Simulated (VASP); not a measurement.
# TlPt (P6/mmm) in VASP: further runs

TlPt is run at these levels: PBE, PBEsol; tasks: single point.

All numbers are computed with VASP 6.6.1; they aren't measurements. Logs are shortened: lines on timing, memory, paths and dates and some standing lists are left out, and cuts for length are marked.

### 1 The cell of the first run

It takes space group P6/mmm (No. 191, hexagonal). Conventional cell: a = 5.605 Å, b = 5.605 Å, c = 4.639 Å, α = 90.00°, β = 90.00°, γ = 120.00°. Tl (site symmetry mmm) has 4 Tl at 2.80 Å and 6 Pt at 2.80 to 2.83 Å within 3.7 Å. Pt (site symmetry -6m2) has 6 Tl at 2.83 Å and 3 Pt at 3.24 Å within 3.7 Å. Pt (site symmetry 6/mmm) has 6 Tl at 2.80 Å within 3.7 Å.

### 2 Single point, PBE

INCAR reads:

```
SYSTEM = TlPt
PREC = Accurate
ENCUT = 520
EDIFF = 1E-6
ISMEAR = -1
SIGMA = 0.05
LREAL = .FALSE.
LASPH = .TRUE.
NELM = 60
ALGO = Fast
ISIF = 2
LWAVE = .FALSE.
LCHARG = .FALSE.
GGA = PE
NBANDS = 44
```

KPOINTS reads:

```
Automatic mesh
0
G
  6 6 6
  0 0 0
```

POSCAR reads:

```
TlPt
1.0
    5.6050000000      0.0000000000      0.0000000000
   -2.8025000000      4.8540723882      0.0000000000
    0.0000000000      0.0000000000      4.6390000000
Tl Pt
3 3
Direct
    0.0000000000      0.5000000000      0.0000000000
    0.5000000000      0.5000000000      0.0000000000
    0.5000000000      0.0000000000      0.0000000000
    0.6666666667      0.3333333333      0.5000000000
    0.3333333333      0.6666666667      0.5000000000
    0.0000000000      0.0000000000      0.0000000000
```

Potentials or basis: VASP PAW PBE potentials, release 64 (Tl_d, Pt).

On the command line:

```
> cat potpaw_PBE.64/Tl_d/POTCAR potpaw_PBE.64/Pt/POTCAR > POTCAR
> mpirun -np 1 vasp_std > vasp.out
```

OUTCAR:

```text
SYSTEM = TlPt
   PREC = Accurate
   ENCUT = 520
   EDIFF = 1E-6
   ISMEAR = -1
   LREAL = .FALSE.
   LASPH = .TRUE.
   NELM = 60
   ISIF = 2
   GGA = PE

 ion  position               nearest neighbor table
   1  0.000  0.500  0.000-   3 2.80   6 2.80   6 2.80   3 2.80   2 2.80   2 2.80   5 2.83   5 2.83
                             4 2.83   4 2.83
   2  0.500  0.500  0.000-   3 2.80   6 2.80   3 2.80   6 2.80   1 2.80   1 2.80   5 2.83   5 2.83
                             4 2.83   4 2.83
   3  0.500  0.000  0.000-   1 2.80   2 2.80   2 2.80   1 2.80   6 2.80   6 2.80   5 2.83   5 2.83
                             4 2.83   4 2.83
   4  0.667  0.333  0.500-   3 2.83   3 2.83   1 2.83   1 2.83   2 2.83   2 2.83   5 3.24   5 3.24
                             5 3.24
   5  0.333  0.667  0.500-   3 2.83   3 2.83   1 2.83   1 2.83   2 2.83   2 2.83   4 3.24   4 3.24
                             4 3.24
   6  0.000  0.000  0.000-   1 2.80   2 2.80   1 2.80   2 2.80   3 2.80   3 2.80

  LATTYP: Found a hexagonal cell.
 ALAT       =     5.6050000000
 C/A-ratio  =     0.8276538805

  Lattice vectors:

 A1 = (   5.6050000000,   0.0000000000,   0.0000000000)
 A2 = (  -2.8025000000,   4.8540723882,   0.0000000000)
 A3 = (   0.0000000000,   0.0000000000,   4.6390000000)

Analysis of symmetry for initial positions (statically):
=====================================================================
 Subroutine PRICEL returns:
 Original cell was already a primitive cell.

 Routine SETGRP: Setting up the symmetry group for a
 hexagonal supercell.

 Subroutine GETGRP returns: Found 24 space group operations
 (whereof 24 operations were pure point group operations)
 out of a pool of 24 trial point group operations.

The static configuration has the point symmetry D_6h.

Analysis of symmetry for dynamics (positions and initial velocities):
=====================================================================
 Subroutine PRICEL returns:
 Original cell was already a primitive cell.

 Routine SETGRP: Setting up the symmetry group for a
 hexagonal supercell.

 Subroutine GETGRP returns: Found 24 space group operations
 (whereof 24 operations were pure point group operations)
 out of a pool of 24 trial point group operations.

The dynamic configuration has the point symmetry D_6h.

 Subroutine INISYM returns: Found 24 space group operations
 (whereof 24 operations are pure point group operations),
 and found     1 'primitive' translations

[... 101 lines left out ...]
   NELM   =     60;   NELMIN=  2; NELMDL= -5     # of ELM steps
   EDIFF  = 0.1E-05   stopping-criterion for ELM
   LREAL  =      F    real-space projection
   EDIFFG = 0.1E-04   stopping-criterion for IOM
   NSW    =      0    number of steps for IOM
   IBRION =     -1    ionic relax: 0-MD 1-quasi-New 2-CG
   NFREE  =      0    steps in history (QN), initial steepest desc. (CG)
   ISIF   =      2    stress and relaxation
   ISYM   =      2    0-nonsym 1-usesym 2-fastsym
   POTIM  = 0.5000    time-step for ionic-motion
   TEBEG  =    0.0;   TEEND  =   0.0 temperature during run
   PSTRESS=    0.0 pullay stress
   NELECT =      69.0000    total number of electrons
   NUPDOWN=      -1.0000    fix difference up-down
   EMIN   =  10.00;   EMAX   =-10.00  energy-range for DOS
   EFERMI =   0.00;   METHOD = LEGACY
   ISMEAR =    -1;   SIGMA  =   0.05  broadening in eV -4-tet -1-fermi 0-gaus
   EFERMI_NEDOS =   21; number of points for ismear=-14 and -15
   IALGO  =     68    algorithm
   IMIX   =      4    mixing-type and parameters
     AMIX     =   0.40;   BMIX     =  1.00
     AMIX_MAG =   1.60;   BMIX_MAG =  1.00
  volume/ion in A,a.u.               =      21.04       141.96
  Fermi-wavevector in a.u.,A,eV,Ry     =   1.338615  2.529616 24.380156  1.791891
  Thomas-Fermi vector in A             =   2.467072
   LORBIT       =      0    0 simple, 1 ext, 2 COOP (PROOUT), +10 PAW based schemes
   GGA     = PE    functional components
   LHFCALC =     F    Hartree Fock is set to
   AEXX    =    0.0000 exact exchange contribution
   IVDW    =     0    specifies the selected vdW correction
   LEPSILON=     F    determine dielectric tensor
   LRPA    =     F    only Hartree local field effects (RPA)
 non-spin polarized calculation
 RMM-DIIS sequential band-by-band and
  energy-cutoff  :      520.00
  volume of cell :      126.21
 maximum number of plane-waves:      3425
 NGX is ok and might be reduce to    42
   NGX = 21   NGY = 21   NGZ = 17

 number of electron      68.9999972 magnetization

 Free energy of the ion-electron system (eV)
  ---------------------------------------------------
  ext. energy  EPLUGINS =         0.00000000
  ---------------------------------------------------
  free energy    TOTEN  =       -20.34275444 eV

  energy without entropy =      -20.31154348  energy(sigma->0) =      -20.32714896

 E-fermi :   8.1229     XC(G=0): -11.4229

 val. band max:        8.1188943549   @ k =   0.5000   0.0000   0.5000
 cond. band min:       8.1271337131   @ k =   0.0000   0.0000   0.5000
 fundamental gap:      0.0082393581
 Fermi energy:         8.1229120543

 k-point     1 :       0.0000    0.0000    0.0000
  band No.  band energies     occupation
      1      -5.9982      2.00000
      2      -5.1712      2.00000
      3      -5.1712      2.00000
      4      -4.7540      2.00000
      5      -4.6024      2.00000
      6      -4.1773      2.00000
[... 1117 lines left out ...]
     43      16.0316      0.00000
     44      16.4826      0.00000

 [... further k-points ...]
[... 5 lines left out ...]
  --------------------------------------------------------------------------------------
  -------------------------------------------------------------------------------------
  Total       14.1243357     14.1243357      3.2170001      0.0000000      0.0000000      0.0000000
  in kB      179.2967324    179.2967324     40.8371497      0.0000000      0.0000000      0.0000000
  external PRESSURE =     133.1435382 kB  Pullay stress =       0.0000000 kB

 VOLUME and BASIS-vectors are now :
 -----------------------------------------------------------------------------
  energy-cutoff  :      520.00
  volume of cell :      126.21
      direct lattice vectors                 reciprocal lattice vectors
     5.605000000  0.000000000  0.000000000     0.178412132  0.103006292  0.000000000
    -2.802500000  4.854072388  0.000000000     0.000000000  0.206012585  0.000000000
     0.000000000  0.000000000  4.639000000     0.000000000  0.000000000  0.215563699

 POSITION                                       TOTAL-FORCE (eV/Angst)
 -----------------------------------------------------------------------------------
     -1.40125      2.42704      0.00000         0.000000      0.000000      0.000000
      1.40125      2.42704      0.00000         0.000000      0.000000      0.000000
      2.80250      0.00000      0.00000         0.000000      0.000000      0.000000
      2.80250      1.61802      2.31950        -0.000000      0.000000      0.000000
     -0.00000      3.23605      2.31950         0.000000     -0.000000      0.000000
      0.00000      0.00000      0.00000         0.000000      0.000000      0.000000
 -----------------------------------------------------------------------------------
    total drift:                                0.000000     -0.000000     -0.000000

  FREE ENERGIE OF THE ION-ELECTRON SYSTEM (eV)
  ---------------------------------------------------
  free  energy   TOTEN  =       -20.3427544425 eV

  energy  without entropy=      -20.3115434793  energy(sigma->0) =      -20.32714896
```

OSZICAR:

```text
N       E                     dE             d eps       ncg     rms          rms(c)
DAV:   1     0.460026750925E+03    0.46003E+03   -0.36020E+04  2512   0.150E+03
DAV:   2    -0.516351873681E+01   -0.46519E+03   -0.44897E+03  2700   0.361E+02
DAV:   3    -0.207564234709E+02   -0.15593E+02   -0.15269E+02  2744   0.596E+01
DAV:   4    -0.209541683111E+02   -0.19774E+00   -0.19726E+00  2776   0.653E+00
DAV:   5    -0.209575446884E+02   -0.33764E-02   -0.33761E-02  2740   0.866E-01    0.225E+01
RMM:   6    -0.204445043561E+02    0.51304E+00   -0.80019E-01  2473   0.454E+00    0.141E+01
RMM:   7    -0.203731645755E+02    0.71340E-01   -0.54495E-01  2550   0.369E+00    0.262E+00
RMM:   8    -0.203563602909E+02    0.16804E-01   -0.96260E-02  2535   0.137E+00    0.861E-01
RMM:   9    -0.203428321458E+02    0.13528E-01   -0.27515E-02  2554   0.837E-01    0.262E-01
RMM:  10    -0.203427444283E+02    0.87718E-04   -0.11768E-03  2671   0.170E-01    0.637E-02
RMM:  11    -0.203427504028E+02   -0.59746E-05   -0.14618E-04  2724   0.577E-02    0.398E-02
RMM:  12    -0.203427550421E+02   -0.46393E-05   -0.25901E-05  2678   0.237E-02    0.107E-02
RMM:  13    -0.203427544425E+02    0.59960E-06   -0.51175E-06  2159   0.104E-02
   1 F= -.20342754E+02 E0= -.20327149E+02  d E =-.312110E-01
```

stdout:

```text
POSCAR found type information on POSCAR TlPt
 POSCAR found :  2 types and       6 ions
 scaLAPACK will be used
 LDA part: xc-table for (Slater+PW92), standard interpolation
 POSCAR, INCAR and KPOINTS ok, starting setup
 FFT: planning ... GRIDC
 FFT: planning ... GRID_SOFT
 FFT: planning ... GRID
 WAVECAR not read
 entering main loop
```

Run time: 1.8 min. Hardware: 1 thread of Intel Xeon Platinum 8488C (Sapphire Rapids), shared host; peak memory 0.31 GiB.

Results:

* Free energy: -20.3428 eV
* Pressure: 13.3 GPa

Caveat: spin-orbit coupling is left out, which moves the levels of the heavy elements.

### 3 Single point, PBE

This run uses another cell than the first one, of 21.46 Å³/atom, 1.020 times its volume.

INCAR reads:

```
SYSTEM = TlPt
  ALGO = Fast
  EDIFF = 1E-7
  ENCUT = 520
  GGA = PE
  ISIF = 2
  ISMEAR = -1
  LASPH = .TRUE.
  LCHARG = .FALSE.
  LREAL = .FALSE.
  LWAVE = .FALSE.
  NBANDS = 44
  NELM = 100
  PREC = Accurate
  SIGMA = 0.05
```

KPOINTS reads:

```
k-points
0
G
  6 6 6
  0 0 0
```

POSCAR: that of step 2 with these lines changed.

```diff
@@ -2,5 +2,5 @@
 1.0
-    5.6050000000      0.0000000000      0.0000000000
-   -2.8025000000      4.8540723882      0.0000000000
-    0.0000000000      0.0000000000      4.6390000000
+    5.6421202871      0.0000000000      0.0000000000
+   -2.8210601435      4.8862194998      0.0000000000
+    0.0000000000      0.0000000000      4.6697227496
 Tl Pt
```

Potentials or basis: VASP PAW PBE potentials, release 64 (Tl_d, Pt).

On the command line:

```
> cat potpaw_PBE.64/Tl_d/POTCAR potpaw_PBE.64/Pt/POTCAR > POTCAR
> mpirun -np 1 vasp_std > vasp.out
```

OUTCAR:

```text
SYSTEM = TlPt
   EDIFF = 1E-7
   ENCUT = 520
   GGA = PE
   ISIF = 2
   ISMEAR = -1
   LASPH = .TRUE.
   LREAL = .FALSE.
   NELM = 100
   PREC = Accurate

 ion  position               nearest neighbor table
   1  0.000  0.500  0.000-   6 2.82   6 2.82   3 2.82   3 2.82   2 2.82   2 2.82   5 2.85   5 2.85
                             4 2.85   4 2.85
   2  0.500  0.500  0.000-   3 2.82   3 2.82   6 2.82   6 2.82   1 2.82   1 2.82   5 2.85   5 2.85
                             4 2.85   4 2.85
   3  0.500  0.000  0.000-   2 2.82   2 2.82   1 2.82   1 2.82   6 2.82   6 2.82   5 2.85   5 2.85
                             4 2.85   4 2.85
   4  0.667  0.333  0.500-   3 2.85   3 2.85   1 2.85   1 2.85   2 2.85   2 2.85   5 3.26   5 3.26
                             5 3.26
[... 1341 lines left out ...]
  in kB      149.1793903    149.1793903     17.4764020      0.0000000     -0.0000000     -0.0000000
  external PRESSURE =     105.2783942 kB  Pullay stress =       0.0000000 kB

 VOLUME and BASIS-vectors are now :
 -----------------------------------------------------------------------------
  energy-cutoff  :      520.00
  volume of cell :      128.74
      direct lattice vectors                 reciprocal lattice vectors
     5.642120287  0.000000000  0.000000000     0.177238334  0.102328600  0.000000000
    -2.821060144  4.886219500  0.000000000     0.000000000  0.204657200  0.000000000
     0.000000000  0.000000000  4.669722750     0.000000000  0.000000000  0.214145476

 POSITION                                       TOTAL-FORCE (eV/Angst)
 -----------------------------------------------------------------------------------
     -1.41053      2.44311      0.00000        -0.000000     -0.000000      0.000000
      1.41053      2.44311      0.00000        -0.000000     -0.000000      0.000000
      2.82106      0.00000      0.00000        -0.000000     -0.000000      0.000000
      2.82106      1.62874      2.33486         0.000000      0.000000      0.000000
     -0.00000      3.25748      2.33486         0.000000     -0.000000      0.000000
      0.00000      0.00000      0.00000        -0.000000     -0.000000      0.000000
 -----------------------------------------------------------------------------------
    total drift:                                0.000000     -0.000000     -0.000000

  FREE ENERGIE OF THE ION-ELECTRON SYSTEM (eV)
  ---------------------------------------------------
  free  energy   TOTEN  =       -20.5317962100 eV

  energy  without entropy=      -20.4999244000  energy(sigma->0) =      -20.51586030
```

stdout:

```text
POSCAR found type information on POSCAR TlPt
 POSCAR found :  2 types and       6 ions
 scaLAPACK will be used
 LDA part: xc-table for (Slater+PW92), standard interpolation
 POSCAR, INCAR and KPOINTS ok, starting setup
 FFT: planning ... GRIDC
 FFT: planning ... GRID_SOFT
 FFT: planning ... GRID
 WAVECAR not read
 entering main loop
```

It took 2 min on 1 thread of Intel Xeon Platinum 8488C (Sapphire Rapids), shared host; peak memory 0.31 GiB.

What came out:

```yaml
Free_energy: -20.5318 eV
Pressure: 10.5 GPa
```

Caveat: spin-orbit coupling is left out, which moves the levels of the heavy elements.

### 4 Single point, PBE

This run uses another cell than the first one, of 21.88 Å³/atom, 1.040 times its volume.

INCAR reads:

```
SYSTEM = TlPt
  ALGO = Fast
  EDIFF = 1E-7
  ENCUT = 520
  GGA = PE
  ISIF = 2
  ISMEAR = -1
  LASPH = .True.
  LCHARG = .True.
  LELF = .True.
  LREAL = .False.
  LVHAR = .True.
  LWAVE = .False.
  NBANDS = 44
  NELM = 80
  PREC = Accurate
  SIGMA = 0.05
```

KPOINTS reads:

```
k-points
0
Gamma
  6 6 6
  0 0 0
```

POSCAR: that of step 3 with these lines changed.

```diff
@@ -2,5 +2,5 @@
 1.0
-    5.6421202871      0.0000000000      0.0000000000
-   -2.8210601435      4.8862194998      0.0000000000
-    0.0000000000      0.0000000000      4.6697227496
+    5.6787584584      0.0000000000      0.0000000000
+   -2.8393792292      4.9179490869      0.0000000000
+    0.0000000000      0.0000000000      4.7000464743
 Tl Pt
```

On the command line:

```
> cat potpaw_PBE.64/Tl_d/POTCAR potpaw_PBE.64/Pt/POTCAR > POTCAR
> mpirun -np 1 vasp_std > vasp.out
```

It took 2 min on 1 thread of Intel Xeon Platinum 8488C (Sapphire Rapids), shared host; peak memory 0.31 GiB.

The run converged. Its results:

| Property | Result |
| --- | --- |
| Free energy | -20.6796 eV |
| Pressure | 8.1 GPa |

Stress tensor (GPa, compression positive):
```
12.25  0.00  0.00
 0.00 12.25  0.00
 0.00  0.00 -0.31
```

Levels at points of the mesh, in eV from the Fermi level:
| k point | band 33 | band 34 | band 35 | band 36 | band 37 | band 38 |
| --- | --- | --- | --- | --- | --- | --- |
| (0.00, 0.00, 0.00) | -0.37 | -0.37 | -0.09 | -0.09 | 0.13 | 0.46 |
| (0.50, 0.00, 0.00) | -0.93 | -0.07 | 1.65 | 1.79 | 2.50 | 3.00 |
| (0.00, 0.00, 0.50) | -1.12 | 0.06 | 0.06 | 1.38 | 1.38 | 1.67 |
| (0.50, 0.00, 0.50) | -1.13 | -0.62 | -0.56 | -0.05 | 1.55 | 3.37 |

Caveat: spin-orbit coupling is left out, which moves the levels of the heavy elements.

[end of part 1 of 2]
